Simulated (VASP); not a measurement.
Write the native input for VASP 6.6.1 that does the following.

| Property | Result |
| --- | --- |
| Task | single point |
| Functional | r2SCAN |
| Potentials or basis | VASP PAW PBE potentials, release 64 (Si, O) |
| Cutoff | 520 eV |
| k mesh | 6 × 6 × 4 |
| Occupations | fermi-dirac, width 0.02 eV |
| Spin | no spin polarisation |
| Dipole correction | no |
| Further INCAR settings | ALGO = Normal; EDIFF = 1e-06; NBANDS = 44 |

SiO2:

```
Si O
1.0
     4.98312    0.00000    0.00000
     0.00000    4.98312    0.00000
     0.00000    0.00000    6.92243
Si O
4 8
Cartesian
  3.9968 3.9968 3.4612
  3.4779 1.5052 1.7306
  0.9864 0.9864 0.0000
  1.5052 3.4779 5.1918
  1.3040 1.9509 5.6690
  0.5407 3.7956 3.9384
  3.6791 3.0323 2.2077
  4.4424 1.1875 0.4771
  3.7956 0.5407 2.9841
  3.0323 3.6791 4.7147
  1.1875 4.4424 6.4453
  1.9509 1.3040 1.2535
```

The input as run:

POSCAR

```
SiO2
1.0
    4.9831211800      0.0000000000      0.0000000000
    0.0000000000      4.9831211800      0.0000000000
    0.0000000000      0.0000000000      6.9224337800
Si O
4 8
Direct
    0.8020595700      0.8020595700      0.5000000000
    0.6979404300      0.3020595700      0.2500000000
    0.1979404300      0.1979404300      0.0000000000
    0.3020595700      0.6979404300      0.7500000000
    0.2616871100      0.3914946500      0.8189259800
    0.1085053500      0.7616871100      0.5689259800
    0.7383128900      0.6085053500      0.3189259800
    0.8914946500      0.2383128900      0.0689259800
    0.7616871100      0.1085053500      0.4310740200
    0.6085053500      0.7383128900      0.6810740200
    0.2383128900      0.8914946500      0.9310740200
    0.3914946500      0.2616871100      0.1810740200
```

INCAR.step1

```
PREC = Accurate ; ENCUT = 520
ISMEAR = -1 ; SIGMA = 0.02
LREAL = False ; LASPH = True
NELM = 80 ; NBANDS = 44
GGA = PE ; ALGO = Normal
EDIFF = 1E-4 ; LWAVE = True
LCHARG = False
```

INCAR.step2

```
PREC = Accurate ; ENCUT = 520
EDIFF = 1E-6 ; ISMEAR = -1
SIGMA = 0.02 ; LREAL = False
LASPH = True ; NELM = 80
ALGO = Normal ; ISIF = 2
LWAVE = False ; LCHARG = False
METAGGA = R2SCAN ; LMIXTAU = True
NBANDS = 44 ; ISTART = 1
```

KPOINTS

```
regular mesh
0
Gamma
  6 6 4
```

Potentials or basis: VASP PAW PBE potentials, release 64 (Si, O).

Run with:

```bash
$ cat potpaw_PBE.64/Si/POTCAR potpaw_PBE.64/O/POTCAR > POTCAR
$ cp INCAR.step1 INCAR
$ mpirun -np 1 vasp_std > vasp.out
$ cp INCAR.step2 INCAR
$ mpirun -np 1 vasp_std > vasp.out
```

It gave:

```
Pressure               : 0.1 GPa
Largest force          : 0.029 eV/Å
Band gap on the k mesh : 6.34 eV
```

Caveat: the PAW data sets were made with another functional, which shifts forces and pressure a little.

It took 7 min on 1 thread of AMD EPYC 9R45 96-Core Processor (Zen 5) (shared host), peak memory 0.37 GiB.
